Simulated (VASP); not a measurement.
# Al (P6/mmm) in VASP: notebook

Al is run at these levels: PBE; tasks: relaxation of cell and atoms.

All numbers are computed with VASP 6.6.1; they aren't measurements. Logs are shortened: lines on timing, memory, paths and dates and some standing lists are left out, and cuts for length are marked.

## 1. The cell of the first run

The structure is hexagonal, space group P6/mmm (No. 191). Conventional cell: a = 4.180 Å, b = 4.180 Å, c = 2.592 Å, α = 90.00°, β = 90.00°, γ = 120.00°. Al (site symmetry 6/mmm) has 14 Al at 2.59 to 2.74 Å within 3.4 Å. Within 3.2 Å of Al (site symmetry -6m2) lie 11 Al at 2.41 to 2.74 Å.

## 2. Relaxation of cell and atoms, PBE, target pressure 30 GPa, at which the enthalpy is minimised

Contents of INCAR:

```
PREC = Accurate
ENCUT = 600
EDIFF = 1E-7
ISMEAR = -1
SIGMA = 0.08
LREAL = F
LASPH = T
NELM = 60
ALGO = Normal
ISIF = 3
LWAVE = F
LCHARG = F
GGA = PE
IBRION = 2
NSW = 60
EDIFFG = -0.005
PSTRESS = 300.0
```

Contents of KPOINTS:

```
Automatic mesh
0
Gamma
  9 9 12
```

Contents of POSCAR:

```
Al
1.0
    4.1800188691      0.0000000000      0.0000000000
   -2.0900094346      3.6200025289      0.0000000000
    0.0000000000      0.0000000000      2.5916116988
Al
3
Direct
    0.0000000000      0.0000000000      0.0000000000
    0.3333333333      0.6666666667      0.5000000000
    0.6666666667      0.3333333333      0.5000000000
```

Potentials or basis: VASP PAW PBE potentials, release 64 (Al).

Command:

```console
> cat potpaw_PBE.64/Al/POTCAR > POTCAR
> mpirun -np 1 vasp_std > vasp.out
```

OUTCAR:

```text
PREC = Accurate
   ENCUT = 600
   EDIFF = 1E-7
   ISMEAR = -1
   LREAL = F
   LASPH = T
   NELM = 60
   ISIF = 3
   GGA = PE
   IBRION = 2
   NSW = 60
   EDIFFG = -0.005
   PSTRESS = 300.0

 ion  position               nearest neighbor table
   1  0.000  0.000  0.000-   2 2.74   3 2.74   2 2.74   3 2.74   2 2.74   2 2.74   3 2.74   3 2.74
                             3 2.74   3 2.74   2 2.74   2 2.74
   2  0.333  0.667  0.500-   3 2.41   3 2.41   3 2.41   1 2.74   1 2.74   1 2.74   1 2.74   1 2.74
                             1 2.74
   3  0.667  0.333  0.500-   2 2.41   2 2.41   2 2.41   1 2.74   1 2.74   1 2.74   1 2.74   1 2.74
                             1 2.74

  LATTYP: Found a hexagonal cell.
 ALAT       =     4.1800188691
 C/A-ratio  =     0.6200000000

  Lattice vectors:

 A1 = (   4.1800188691,   0.0000000000,   0.0000000000)
 A2 = (  -2.0900094346,   3.6200025289,   0.0000000000)
 A3 = (   0.0000000000,   0.0000000000,   2.5916116988)

Analysis of symmetry for initial positions (statically):
=====================================================================
 Subroutine PRICEL returns:
 Original cell was already a primitive cell.

 Routine SETGRP: Setting up the symmetry group for a
 hexagonal supercell.

 Subroutine GETGRP returns: Found 24 space group operations
 (whereof 24 operations were pure point group operations)
 out of a pool of 24 trial point group operations.

The static configuration has the point symmetry D_6h.

Analysis of symmetry for dynamics (positions and initial velocities):
=====================================================================
 Subroutine PRICEL returns:
 Original cell was already a primitive cell.

 Routine SETGRP: Setting up the symmetry group for a
 hexagonal supercell.

 Subroutine GETGRP returns: Found 24 space group operations
 (whereof 24 operations were pure point group operations)
 out of a pool of 24 trial point group operations.

The dynamic configuration has the point symmetry D_6h.

 Subroutine INISYM returns: Found 24 space group operations
 (whereof 24 operations are pure point group operations),
 and found     1 'primitive' translations

----------------------------------------------------------------------------------------

                                     Primitive cell

  volume of cell :      39.2154

  direct lattice vectors                    reciprocal lattice vectors
     4.180018869  0.000000000  0.000000000     0.239233370  0.138121450  0.000000000
    -2.090009435  3.620002529  0.000000000     0.000000000  0.276242901  0.000000000
     0.000000000  0.000000000  2.591611699     0.000000000  0.000000000  0.385860274

  length of vectors
     4.180018869  4.180018869  2.591611699     0.276242901  0.276242901  0.385860274

  position of ions in fractional coordinates (direct lattice)
     0.000000000  0.000000000  0.000000000
     0.333333333  0.666666667  0.500000000
     0.666666667  0.333333333  0.500000000

  ion indices of the primitive-cell ions
   primitive index   ion index
                 1           1
                 2           2
                 3           3

----------------------------------------------------------------------------------------

 KPOINTS: Automatic mesh

Automatic generation of k-mesh.
 Grid dimensions read from file:
 generate k-points for:    9    9   12

 Generating k-lattice:

  Cartesian coordinates                     Fractional coordinates (reciprocal lattice)
     0.026581486  0.015346828  0.000000000     0.111111111  0.000000000  0.000000000
     0.000000000  0.030693656  0.000000000     0.000000000  0.111111111  0.000000000
     0.000000000  0.000000000  0.032155023     0.000000000  0.000000000  0.083333333

  Length of vectors
     0.030693656  0.030693656  0.032155023

  Shift w.r.t. Gamma in fractional coordinates (k-lattice)
     0.000000000  0.000000000  0.000000000

 Subroutine IBZKPT returns following result:
 ===========================================

 Found     84 irreducible k-points:

 Following reciprocal coordinates:
            Coordinates               Weight
  0.000000  0.000000  0.000000      1.000000
  0.111111 -0.000000  0.000000      6.000000
  0.222222 -0.000000  0.000000      6.000000
  0.333333 -0.000000  0.000000      6.000000
  0.444444 -0.000000  0.000000      6.000000
  0.111111  0.111111  0.000000      6.000000
[... 16 lines left out ...]
  0.333333  0.222222  0.083333     24.000000
  0.333333  0.333333  0.083333      4.000000
 [... further k-points ...]
   k-points           NKPTS =     84   k-points in BZ     NKDIM =     84   number of bands    NBANDS=      8
   number of dos      NEDOS =    301   number of ions     NIONS =      3
   total plane-waves  NPLWV =  31104
   dimension x,y,z NGX =    36 NGY =   36 NGZ =   24
   dimension x,y,z NGXF=    72 NGYF=   72 NGZF=   48
   ions per type =               3
   NGX,Y,Z   is equivalent  to a cutoff of  14.32, 14.32, 15.40 a.u.
   NGXF,Y,Z  is equivalent  to a cutoff of  28.64, 28.64, 30.79 a.u.
 SYSTEM =  unknown system
   PREC   = accura    normal or accurate (medium, high low for compatibility)
   ISTART =      0    job   : 0-new  1-cont  2-samecut
   ICHARG =      2    charge: 1-file 2-atom 10-const
   ISPIN  =      1    spin polarized calculation?
   LNONCOLLINEAR =      F non collinear calculations
   LSORBIT =      F    spin-orbit coupling
   LASPH  =      T    aspherical Exc in radial PAW
   ENCUT  =  600.0 eV  44.10 Ry    6.64 a.u.   8.35  8.35  5.18*2*pi/ulx,y,z
   NELM   =     60;   NELMIN=  2; NELMDL= -5     # of ELM steps
   EDIFF  = 0.1E-06   stopping-criterion for ELM
   LREAL  =      F    real-space projection
   EDIFFG = -.5E-02   stopping-criterion for IOM
   NSW    =     60    number of steps for IOM
   IBRION =      2    ionic relax: 0-MD 1-quasi-New 2-CG
   NFREE  =      1    steps in history (QN), initial steepest desc. (CG)
   ISIF   =      3    stress and relaxation
   ISYM   =      2    0-nonsym 1-usesym 2-fastsym
   POTIM  = 0.5000    time-step for ionic-motion
   TEBEG  =    0.0;   TEEND  =   0.0 temperature during run
   PSTRESS=  300.0 pullay stress
   NELECT =       9.0000    total number of electrons
   NUPDOWN=      -1.0000    fix difference up-down
   EMIN   =  10.00;   EMAX   =-10.00  energy-range for DOS
   EFERMI =   0.00;   METHOD = LEGACY
   ISMEAR =    -1;   SIGMA  =   0.08  broadening in eV -4-tet -1-fermi 0-gaus
   EFERMI_NEDOS =   21; number of points for ismear=-14 and -15
   IALGO  =     38    algorithm
   IMIX   =      4    mixing-type and parameters
     AMIX     =   0.40;   BMIX     =  1.00
     AMIX_MAG =   1.60;   BMIX_MAG =  1.00
  volume/ion in A,a.u.               =      13.07        88.21
  Fermi-wavevector in a.u.,A,eV,Ry     =   1.002313  1.894097 13.668837  1.004631
  Thomas-Fermi vector in A             =   2.134792
   LORBIT       =      0    0 simple, 1 ext, 2 COOP (PROOUT), +10 PAW based schemes
   GGA     = PE    functional components
   LHFCALC =     F    Hartree Fock is set to
   AEXX    =    0.0000 exact exchange contribution
   IVDW    =     0    specifies the selected vdW correction
   LEPSILON=     F    determine dielectric tensor
   LRPA    =     F    only Hartree local field effects (RPA)
 conjugate gradient relaxation of ions
 non-spin polarized calculation
  energy-cutoff  :      600.00
  volume of cell :       39.22
 maximum number of plane-waves:      1337
 NGX is ok and might be reduce to    36
   NGX = 17   NGY = 17   NGZ = 11

--------------------------------------- Ionic step        1  -------------------------------------------

 number of electron       9.0000000 magnetization

 Free energy of the ion-electron system (eV)
  ---------------------------------------------------
  ext. energy  EPLUGINS =         0.00000000
  ---------------------------------------------------
  free energy    TOTEN  =        -9.86838356 eV

  energy without entropy =       -9.83946431  energy(sigma->0) =       -9.85392393

------------------------ aborting loop because EDIFF is reached ----------------------------------------

  FORCE on cell =-STRESS in cart. coord.  units (eV):
  Direction    XX          YY          ZZ          XY          YZ          ZX
  --------------------------------------------------------------------------------------
  -------------------------------------------------------------------------------------
  Total        8.8195261      8.8195261      6.9927577     -0.0000000      0.0000000     -0.0000000
  in kB      360.3286423    360.3286423    285.6945904     -0.0000000      0.0000000     -0.0000000
  external PRESSURE =      35.4506250 kB  Pullay stress =     300.0000000 kB

 VOLUME and BASIS-vectors are now :
 -----------------------------------------------------------------------------
  energy-cutoff  :      600.00
  volume of cell :       39.22
      direct lattice vectors                 reciprocal lattice vectors
     4.180018869  0.000000000  0.000000000     0.239233370  0.138121450  0.000000000
    -2.090009435  3.620002529  0.000000000     0.000000000  0.276242901  0.000000000
     0.000000000  0.000000000  2.591611699     0.000000000  0.000000000  0.385860274
[... 282 lines left out ...]
  FREE ENERGIE OF THE ION-ELECTRON SYSTEM (eV)
  ---------------------------------------------------
  free  energy   TOTEN  =       -10.0320413885 eV

  energy  without entropy=      -10.0059843273  energy(sigma->0) =      -10.01901286

  enthalpy is  TOTEN    =        -2.5536929645 eV   P V=        7.4783484240

--------------------------------------- Ionic step        9  -------------------------------------------

 number of electron       9.0000000 magnetization

 Free energy of the ion-electron system (eV)
  ---------------------------------------------------
  ext. energy  EPLUGINS =         0.00000000
  ---------------------------------------------------
  free energy    TOTEN  =       -10.03225255 eV

  energy without entropy =      -10.00619702  energy(sigma->0) =      -10.01922478

 E-fermi :  10.4044     XC(G=0): -11.0002

 val. band max:       10.4031428822   @ k =   0.4444  -0.0000   0.4167
 cond. band min:      10.4300291447   @ k =   0.2222  -0.0000   0.4167
 fundamental gap:      0.0268862625
 Fermi energy:        10.4043988357

 k-point     1 :       0.0000    0.0000    0.0000
  band No.  band energies     occupation
      1      -2.2711      2.00000
      2       7.6375      2.00000
      3       7.6375      2.00000
      4       7.7016      2.00000
      5       7.7016      2.00000
      6       9.4371      1.99999
      7       9.6005      1.99991
      8      19.0154      0.00000

 k-point     2 :       0.1111   -0.0000    0.0000
  band No.  band energies     occupation
      1      -2.1365      2.00000
      2       5.9662      2.00000
      3       6.6893      2.00000
      4       7.6092      2.00000
      5       8.8977      2.00000
      6      10.3382      1.39155
      7      10.9067      0.00374
      8      19.1224      0.00000
[... 221 lines left out ...]
 k-point    23 :       0.3333    0.2222    0.0833
  band No.  band energies     occupation
      1       0.4124      2.00000
      2       1.5890      2.00000
      3       2.7501      2.00000
      4       9.6513      1.99984
      5      11.8396      0.00000
      6      14.0049      0.00000
      7      17.6015      0.00000
      8      17.9812      0.00000

 k-point    24 :       0.3333    0.3333    0.0833
  band No.  band energies     occupation
      1       1.4242      2.00000
      2       1.4763      2.00000
      3       1.4763      2.00000
      4      11.6174      0.00000
      5      11.7835      0.00000
      6      11.7835      0.00000
      7      18.4312      0.00000
      8      18.4312      0.00000

 [... further k-points ...]

------------------------ aborting loop because EDIFF is reached ----------------------------------------

  FORCE on cell =-STRESS in cart. coord.  units (eV):
  Direction    XX          YY          ZZ          XY          YZ          ZX
  --------------------------------------------------------------------------------------
  -------------------------------------------------------------------------------------
  Total        7.4797365      7.4797365      7.4931639     -0.0000000     -0.0000000     -0.0000000
  in kB      300.0472108    300.0472108    300.5858467     -0.0000000     -0.0000000     -0.0000000
  external PRESSURE =       0.2267561 kB  Pullay stress =     300.0000000 kB

 VOLUME and BASIS-vectors are now :
 -----------------------------------------------------------------------------
  energy-cutoff  :      600.00
  volume of cell :       39.94
      direct lattice vectors                 reciprocal lattice vectors
     4.251182466 -0.000000000 -0.000000000     0.235228671  0.135809336 -0.000000000
    -2.125591233  3.681632012 -0.000000000     0.000000000  0.271618673 -0.000000000
    -0.000000000  0.000000000  2.551861869     0.000000000  0.000000000  0.391870740

 POSITION                                       TOTAL-FORCE (eV/Angst)
 -----------------------------------------------------------------------------------
     -0.00000      0.00000      0.00000        -0.000000     -0.000000      0.000000
     -0.00000      2.45442      1.27593        -0.000000     -0.000000     -0.000000
      2.12559      1.22721      1.27593         0.000000      0.000000      0.000000
 -----------------------------------------------------------------------------------
    total drift:                               -0.000000      0.000000      0.000000

  FREE ENERGIE OF THE ION-ELECTRON SYSTEM (eV)
  ---------------------------------------------------
  free  energy   TOTEN  =       -10.0322525468 eV

  energy  without entropy=      -10.0061970182  energy(sigma->0) =      -10.01922478

  enthalpy is  TOTEN    =        -2.5536929612 eV   P V=        7.4785595856

 reached required accuracy - stopping structural energy minimisation
```

Run time: 78 s. Hardware: 1 thread of AMD EPYC 9R45 (Zen 5), shared host; peak memory 0.15 GiB.

What came out:

- Free energy: -10.0323 eV
- Relaxed volume: 13.31 Å³/atom
- Relaxed cell: a = 4.251 Å, b = 4.251 Å, c = 2.552 Å, α = 90.00°, β = 90.00°, γ = 120.00°
- Space group after relaxing (to 0.05 Å): P6/mmm (No. 191)
- Energy change on relaxing (the enthalpy is what falls): -54.6 meV/atom
- Ionic steps: 9
- Pressure after relaxing: 30.0 GPa

The path:
```tsv
step	energy change (eV)	largest force (eV/Å)	pressure (GPa)	volume (Å³)
1	0.0000	0.0000	33.55	39.22
2	-0.3258	0.0000	26.03	40.87
3	-0.2222	0.0000	28.48	40.28
4	-0.1552	0.0000	30.25	39.90
5	-0.1712	0.0000	29.85	39.98
6	-0.1700	0.0000	29.88	39.97
7	-0.1607	0.0000	30.10	39.92
8	-0.1637	0.0000	30.03	39.94
9	-0.1639	0.0000	30.02	39.94
```

Final structure:
```xyz
3
Lattice="4.2512 0.0000 0.0000 -2.1256 3.6816 0.0000 0.0000 0.0000 2.5519" Properties=species:S:1:pos:R:3 pbc="T T T"
Al    0.0000    0.0000    0.0000
Al    0.0000    2.4544    1.2759
Al    2.1256    1.2272    1.2759
```

Caveat: the cell is relaxed towards a set pressure, so the enthalpy falls and the energy may rise.

(Part 1 of 2 ends here.)
